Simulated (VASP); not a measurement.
Write the native input for VASP 6.6.1 that does the following.

* Task: single point
* Functional: PBEsol
* Potentials or basis: VASP PAW PBE potentials, release 64 (Se, Ti_sv)
* Cutoff: 520 eV
* k mesh: 10 × 10 × 4
* Occupations: fermi-dirac, width 0.05 eV
* Spin: no spin polarisation
* Hubbard terms: Ti d U = 2.0 eV
* Dipole correction: no
* Further INCAR settings: ALGO = Normal; EDIFF = 1e-07; NBANDS = 29

The structure of Ti3Se lies in POSCAR:

```
Ti3Se
1.0
    3.1974455988      0.0000000000      0.0000000000
   -1.5987227994      2.7690691158      0.0000000000
    0.0000000000      0.0000000000      7.9427450000
Se Ti
1 3
Direct
    0.0000000000      0.0000000000      0.0000000000
    0.6666666667      0.3333333333      0.5000000000
    0.3333333333      0.6666666667      0.7729020000
    0.3333333333      0.6666666667      0.2270980000
```

One way to write it, as run:

INCAR

```
SYSTEM = Ti3Se
PREC = Accurate
ENCUT = 520
EDIFF = 1E-7
ISMEAR = -1
SIGMA = 0.05
LREAL = .FALSE.
LASPH = .TRUE.
NELM = 150
ALGO = Normal
ISIF = 2
LWAVE = .FALSE.
LCHARG = .FALSE.
LMAXMIX = 4
LDAU = .TRUE.
LDAUTYPE = 2
LDAUL = -1 2
LDAUU = 0 2
LDAUJ = 0 0
LDAUPRINT = 1
GGA = PS
NBANDS = 29
```

KPOINTS

```
Automatic mesh
0
G
  10 10 4
  0 0 0
```

Potentials or basis: VASP PAW PBE potentials, release 64 (Se, Ti_sv).

The run is started by

```console
$ cat potpaw_PBE.64/Se/POTCAR potpaw_PBE.64/Ti_sv/POTCAR > POTCAR
$ mpirun -np 1 vasp_std > vasp.out
```

Results of the run:

| Property | Result |
| --- | --- |
| Pressure | -1.2 GPa |
| Largest force | 0.099 eV/Å |
| Band gap on the k mesh | zero (bands 21 and 22 overlap by 0.66 eV) |

Caveat: the PAW data sets were made with another functional, which shifts forces and pressure a little; U without spin polarisation on a metal has little footing.

Wall time 88 s on 1 thread of Intel(R) Xeon(R) Platinum 8488C (Sapphire Rapids) (shared host), peak memory 0.22 GiB.
